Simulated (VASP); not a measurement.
# KBr (Pm-3m) in VASP: further runs

Aim: see how the results for KBr move with the level of theory and the settings. Levels: PBE, r2SCAN, HSE06. Tasks: single point.

Everything below comes from runs of VASP 6.6.1. Logs are shortened: lines on timing, memory, paths and dates and some standing lists are left out, and cuts for length are marked.

## 1. The cell of the first run

The structure is cubic, space group Pm-3m (No. 221). Conventional cell: a = 3.991 Å, b = 3.991 Å, c = 3.991 Å, α = 90.00°, β = 90.00°, γ = 90.00°. K (site symmetry m-3m) has 8 Br at 3.46 Å and 6 K at 3.99 Å within 4.5 Å. Br (site symmetry m-3m) has 8 K at 3.46 Å and 6 Br at 3.99 Å within 4.5 Å.

## 2. Single point, PBE (strain +0.4%)

Input file INCAR:

```
  PREC = Accurate
  ENCUT = 500
  EDIFF = 1E-6
  ISMEAR = -1
  SIGMA = 0.02
  LREAL = False
  LASPH = True
  NELM = 120
  ALGO = Normal
  ISIF = 2
  LWAVE = False
  LCHARG = False
  GGA = PE
  NBANDS = 15
  GGA_COMPAT = False
```

Input file KPOINTS:

```
regular mesh
0
Gamma
  6 6 6
```

Input file POSCAR:

```
KBr
1.0
    3.9914318025      0.0000000000      0.0000000000
    0.0000000000      3.9914318025      0.0000000000
    0.0000000000      0.0000000000      3.9914318025
K Br
1 1
Direct
    0.0000000000      0.0000000000      0.0000000000
    0.5000000000      0.5000000000      0.5000000000
```

Potentials or basis: VASP PAW PBE potentials, release 64 (K_sv, Br).

The run is started by

```
cat potpaw_PBE.64/K_sv/POTCAR potpaw_PBE.64/Br/POTCAR > POTCAR
mpirun -np 1 vasp_std > vasp.out
```

OUTCAR:

```text
PREC = Accurate
   ENCUT = 500
   EDIFF = 1E-6
   ISMEAR = -1
   LREAL = False
   LASPH = True
   NELM = 120
   ISIF = 2
   GGA = PE

 ion  position               nearest neighbor table
   1  0.000  0.000  0.000-
   2  0.500  0.500  0.500-

  LATTYP: Found a simple cubic cell.
 ALAT       =     3.9914318025

  Lattice vectors:

 A1 = (   3.9914318025,   0.0000000000,   0.0000000000)
 A2 = (   0.0000000000,   3.9914318025,   0.0000000000)
 A3 = (   0.0000000000,   0.0000000000,   3.9914318025)

Analysis of symmetry for initial positions (statically):
=====================================================================
 Subroutine PRICEL returns:
 Original cell was already a primitive cell.

 Routine SETGRP: Setting up the symmetry group for a
 simple cubic supercell.

 Subroutine GETGRP returns: Found 48 space group operations
 (whereof 48 operations were pure point group operations)
 out of a pool of 48 trial point group operations.

The static configuration has the point symmetry O_h .

Analysis of symmetry for dynamics (positions and initial velocities):
=====================================================================
 Subroutine PRICEL returns:
 Original cell was already a primitive cell.

 Routine SETGRP: Setting up the symmetry group for a
 simple cubic supercell.

 Subroutine GETGRP returns: Found 48 space group operations
 (whereof 48 operations were pure point group operations)
 out of a pool of 48 trial point group operations.

The dynamic configuration has the point symmetry O_h .

 Subroutine INISYM returns: Found 48 space group operations
 (whereof 48 operations are pure point group operations),
 and found     1 'primitive' translations

----------------------------------------------------------------------------------------

                                     Primitive cell

  volume of cell :      63.5896

  direct lattice vectors                    reciprocal lattice vectors
     3.991431803  0.000000000  0.000000000     0.250536662  0.000000000  0.000000000
     0.000000000  3.991431803  0.000000000     0.000000000  0.250536662  0.000000000
     0.000000000  0.000000000  3.991431803     0.000000000  0.000000000  0.250536662

  length of vectors
     3.991431803  3.991431803  3.991431803     0.250536662  0.250536662  0.250536662

  position of ions in fractional coordinates (direct lattice)
     0.000000000  0.000000000  0.000000000
     0.500000000  0.500000000  0.500000000

  ion indices of the primitive-cell ions
   primitive index   ion index
                 1           1
                 2           2

----------------------------------------------------------------------------------------

 KPOINTS: regular mesh

Automatic generation of k-mesh.
 Grid dimensions read from file:
 generate k-points for:    6    6    6

 Generating k-lattice:

  Cartesian coordinates                     Fractional coordinates (reciprocal lattice)
     0.041756110  0.000000000  0.000000000     0.166666667  0.000000000  0.000000000
     0.000000000  0.041756110  0.000000000     0.000000000  0.166666667  0.000000000
     0.000000000  0.000000000  0.041756110     0.000000000  0.000000000  0.166666667

  Length of vectors
     0.041756110  0.041756110  0.041756110

  Shift w.r.t. Gamma in fractional coordinates (k-lattice)
     0.000000000  0.000000000  0.000000000

 Subroutine IBZKPT returns following result:
 ===========================================

 Found     20 irreducible k-points:

 Following reciprocal coordinates:
            Coordinates               Weight
  0.000000  0.000000  0.000000      1.000000
  0.166667  0.000000  0.000000      6.000000
  0.333333  0.000000  0.000000      6.000000
  0.500000  0.000000  0.000000      3.000000
  0.166667  0.166667  0.000000     12.000000
  0.333333  0.166667  0.000000     24.000000
[... 12 lines left out ...]
  0.500000  0.500000  0.333333      6.000000
  0.500000  0.500000  0.500000      1.000000
   k-points           NKPTS =     20   k-points in BZ     NKDIM =     20   number of bands    NBANDS=     15
   number of dos      NEDOS =    301   number of ions     NIONS =      2
   total plane-waves  NPLWV =  27000
   dimension x,y,z NGX =    30 NGY =   30 NGZ =   30
   dimension x,y,z NGXF=    60 NGYF=   60 NGZF=   60
   ions per type =               1   1
   NGX,Y,Z   is equivalent  to a cutoff of  12.50, 12.50, 12.50 a.u.
   NGXF,Y,Z  is equivalent  to a cutoff of  24.99, 24.99, 24.99 a.u.
 SYSTEM =  unknown system
   PREC   = accura    normal or accurate (medium, high low for compatibility)
   ISTART =      0    job   : 0-new  1-cont  2-samecut
   ICHARG =      2    charge: 1-file 2-atom 10-const
   ISPIN  =      1    spin polarized calculation?
   LNONCOLLINEAR =      F non collinear calculations
   LSORBIT =      F    spin-orbit coupling
   LASPH  =      T    aspherical Exc in radial PAW
   ENCUT  =  500.0 eV  36.75 Ry    6.06 a.u.   7.28  7.28  7.28*2*pi/ulx,y,z
   NELM   =    120;   NELMIN=  2; NELMDL= -5     # of ELM steps
   EDIFF  = 0.1E-05   stopping-criterion for ELM
   LREAL  =      F    real-space projection
   EDIFFG = 0.1E-04   stopping-criterion for IOM
   NSW    =      0    number of steps for IOM
   IBRION =     -1    ionic relax: 0-MD 1-quasi-New 2-CG
   NFREE  =      0    steps in history (QN), initial steepest desc. (CG)
   ISIF   =      2    stress and relaxation
   ISYM   =      2    0-nonsym 1-usesym 2-fastsym
   POTIM  = 0.5000    time-step for ionic-motion
   TEBEG  =    0.0;   TEEND  =   0.0 temperature during run
   PSTRESS=    0.0 pullay stress
   NELECT =      16.0000    total number of electrons
   NUPDOWN=      -1.0000    fix difference up-down
   EMIN   =  10.00;   EMAX   =-10.00  energy-range for DOS
   EFERMI =   0.00;   METHOD = LEGACY
   ISMEAR =    -1;   SIGMA  =   0.02  broadening in eV -4-tet -1-fermi 0-gaus
   EFERMI_NEDOS =   21; number of points for ismear=-14 and -15
   IALGO  =     38    algorithm
   IMIX   =      4    mixing-type and parameters
     AMIX     =   0.40;   BMIX     =  1.00
     AMIX_MAG =   1.60;   BMIX_MAG =  1.00
  volume/ion in A,a.u.               =      31.79       214.56
  Fermi-wavevector in a.u.,A,eV,Ry     =   1.033521  1.953072 14.533285  1.068166
  Thomas-Fermi vector in A             =   2.167772
   LORBIT       =      0    0 simple, 1 ext, 2 COOP (PROOUT), +10 PAW based schemes
   GGA     = PE    functional components
   LHFCALC =     F    Hartree Fock is set to
   AEXX    =    0.0000 exact exchange contribution
   IVDW    =     0    specifies the selected vdW correction
   LEPSILON=     F    determine dielectric tensor
   LRPA    =     F    only Hartree local field effects (RPA)
 non-spin polarized calculation
  energy-cutoff  :      500.00
  volume of cell :       63.59
 maximum number of plane-waves:      1640
 NGX is ok and might be reduce to    30
   NGX = 15   NGY = 15   NGZ = 15

 number of electron      15.9999995 magnetization

 Free energy of the ion-electron system (eV)
  ---------------------------------------------------
  ext. energy  EPLUGINS =         0.00000000
  ---------------------------------------------------
  free energy    TOTEN  =        -6.07318356 eV

  energy without entropy =       -6.07318356  energy(sigma->0) =       -6.07318356

 E-fermi :  -0.0652     XC(G=0):  -7.9881

 val. band max:       -0.5676875365   @ k =   0.5000   0.5000   0.0000
 cond. band min:       3.4172658470   @ k =   0.0000   0.0000   0.0000
 fundamental gap:      3.9849533835
 Fermi energy:        -0.0651574096

 k-point     1 :       0.0000    0.0000    0.0000
  band No.  band energies     occupation
      1     -29.1825      2.00000
      2     -13.4236      2.00000
      3     -12.6038      2.00000
      4     -12.6038      2.00000
      5     -12.6038      2.00000
      6      -0.8409      2.00000
      7      -0.8409      2.00000
      8      -0.8409      2.00000
      9       3.4173      0.00000
     10       5.2394      0.00000
     11       5.2394      0.00000
     12       9.1708      0.00000
     13       9.1708      0.00000
     14       9.1708      0.00000
     15      11.8791      0.00000

 k-point     2 :       0.1667    0.0000    0.0000
  band No.  band energies     occupation
      1     -29.1795      2.00000
      2     -13.4705      2.00000
      3     -12.5983      2.00000
      4     -12.5983      2.00000
      5     -12.5515      2.00000
      6      -1.4165      2.00000
      7      -0.8354      2.00000
      8      -0.8354      2.00000
      9       4.0555      0.00000
     10       5.4569      0.00000
     11       5.8348      0.00000
     12       9.0922      0.00000
     13       9.0922      0.00000
     14       9.2889      0.00000
     15      10.8974      0.00000

 k-point     3 :       0.3333    0.0000    0.0000
  band No.  band energies     occupation
      1     -29.1735      2.00000
      2     -13.5587      2.00000
      3     -12.5872      2.00000
      4     -12.5872      2.00000
      5     -12.4482      2.00000
      6      -2.2747      2.00000
      7      -0.8251      2.00000
      8      -0.8251      2.00000
      9       5.2473      0.00000
     10       6.0631      0.00000
     11       6.9801      0.00000
     12       9.0754      0.00000
     13       9.0754      0.00000
     14       9.2840      0.00000
     15       9.5614      0.00000
[... 271 lines left out ...]
 k-point    19 :       0.5000    0.5000    0.3333
  band No.  band energies     occupation
      1     -29.1514      2.00000
      2     -13.0515      2.00000
      3     -12.7358      2.00000
      4     -12.7358      2.00000
      5     -12.6865      2.00000
      6      -2.0691      2.00000
      7      -2.0691      2.00000
      8      -1.7695      2.00000
      9       6.1387      0.00000
     10       7.0335      0.00000
     11       7.0335      0.00000
     12       8.2792      0.00000
     13       9.2154      0.00000
     14       9.2154      0.00000
     15      10.7123      0.00000

 k-point    20 :       0.5000    0.5000    0.5000
  band No.  band energies     occupation
      1     -29.1487      2.00000
      2     -13.0161      2.00000
      3     -12.7263      2.00000
      4     -12.7263      2.00000
      5     -12.7263      2.00000
      6      -2.0840      2.00000
      7      -2.0840      2.00000
      8      -2.0840      2.00000
      9       6.9210      0.00000
     10       6.9210      0.00000
     11       6.9210      0.00000
     12       8.9795      0.00000
     13       8.9795      0.00000
     14       8.9795      0.00000
     15      10.7180      0.00000

------------------------ aborting loop because EDIFF is reached ----------------------------------------

  FORCE on cell =-STRESS in cart. coord.  units (eV):
  Direction    XX          YY          ZZ          XY          YZ          ZX
  --------------------------------------------------------------------------------------
  -------------------------------------------------------------------------------------
  Total        0.2591715      0.2591715      0.2591715     -0.0000000     -0.0000000     -0.0000000
  in kB        6.5299771      6.5299771      6.5299771     -0.0000000     -0.0000000     -0.0000000
  external PRESSURE =       6.5299771 kB  Pullay stress =       0.0000000 kB

 VOLUME and BASIS-vectors are now :
 -----------------------------------------------------------------------------
  energy-cutoff  :      500.00
  volume of cell :       63.59
      direct lattice vectors                 reciprocal lattice vectors
     3.991431803  0.000000000  0.000000000     0.250536662  0.000000000  0.000000000
     0.000000000  3.991431803  0.000000000     0.000000000  0.250536662  0.000000000
     0.000000000  0.000000000  3.991431803     0.000000000  0.000000000  0.250536662

 POSITION                                       TOTAL-FORCE (eV/Angst)
 -----------------------------------------------------------------------------------
      0.00000      0.00000      0.00000         0.000000      0.000000      0.000000
      1.99572      1.99572      1.99572         0.000000      0.000000      0.000000
 -----------------------------------------------------------------------------------
    total drift:                                0.000000      0.000000     -0.000000

  FREE ENERGIE OF THE ION-ELECTRON SYSTEM (eV)
  ---------------------------------------------------
  free  energy   TOTEN  =        -6.0731835582 eV

  energy  without entropy=       -6.0731835582  energy(sigma->0) =       -6.07318356
```

It took 8.7 s on 1 thread of Intel Xeon Platinum 8488C (Sapphire Rapids), shared host; peak memory 0.17 GiB.

What came out:

```
Free energy            : -6.0732 eV
Pressure               : 0.7 GPa
Band gap on the k mesh : 3.98 eV (least direct gap 4.26 eV)
```

Caveat: the cell differs from its parent crystal (strain +0.4%). A k mesh can miss the band edges.

## 3. Single point, r2SCAN (strain +0.4%)

POSCAR is that of step 2.

Input file INCAR.step1:

```
SYSTEM = KBr
ALGO = Normal ; EDIFF = 1E-5
ENCUT = 550 ; GGA = PE
GGA_COMPAT = .FALSE. ; ISMEAR = 0
LASPH = .TRUE. ; LCHARG = .FALSE.
LREAL = .FALSE. ; LWAVE = .TRUE.
NBANDS = 15 ; NELM = 120
PREC = Accurate ; SIGMA = 0.01
```

Input file INCAR.step2:

```
SYSTEM = KBr
ALGO = Normal ; EDIFF = 1E-6
ENCUT = 550 ; GGA_COMPAT = .FALSE.
ISIF = 2 ; ISMEAR = 0
ISTART = 1 ; LASPH = .TRUE.
LCHARG = .FALSE. ; LMIXTAU = .TRUE.
LREAL = .FALSE. ; LWAVE = .FALSE.
METAGGA = R2SCAN ; NBANDS = 15
NELM = 120 ; PREC = Accurate
SIGMA = 0.01
```

Input file KPOINTS:

```
k-points
0
G
  6 6 6
  0 0 0
```

Potentials or basis: VASP PAW PBE potentials, release 64 (K_sv, Br).

The run is started by

```
cat potpaw_PBE.64/K_sv/POTCAR potpaw_PBE.64/Br/POTCAR > POTCAR
cp INCAR.step1 INCAR
mpirun -np 1 vasp_std > vasp.out
cp INCAR.step2 INCAR
mpirun -np 1 vasp_std > vasp.out
```

Run time: 30 s. Hardware: 1 thread of Intel Xeon Platinum 8488C (Sapphire Rapids), shared host; peak memory 0.19 GiB.

It converged, with:

```
Free energy            : -23.1437 eV
Pressure               : -0.2 GPa
Band gap on the k mesh : 4.73 eV (least direct gap 5.01 eV)
```

Levels at points of the mesh, in eV from the valence-band top:
```csv
k point,band 6,band 7,band 8,band 9,band 10,band 11
"(0.00, 0.00, 0.00)",-0.28,-0.28,-0.28,4.73,6.37,6.37
"(0.50, 0.00, 0.00)",-2.05,-0.25,-0.25,7.36,7.78,8.61
"(0.50, 0.50, 0.00)",-1.48,-1.48,0.00,5.84,7.26,8.79
"(0.50, 0.50, 0.50)",-1.53,-1.53,-1.53,8.12,8.12,8.12
```

Caveat: the cell differs from its parent crystal (strain +0.4%); the PAW data sets were made with another functional, which shifts forces and pressure a little.

[end of part 1 of 2]
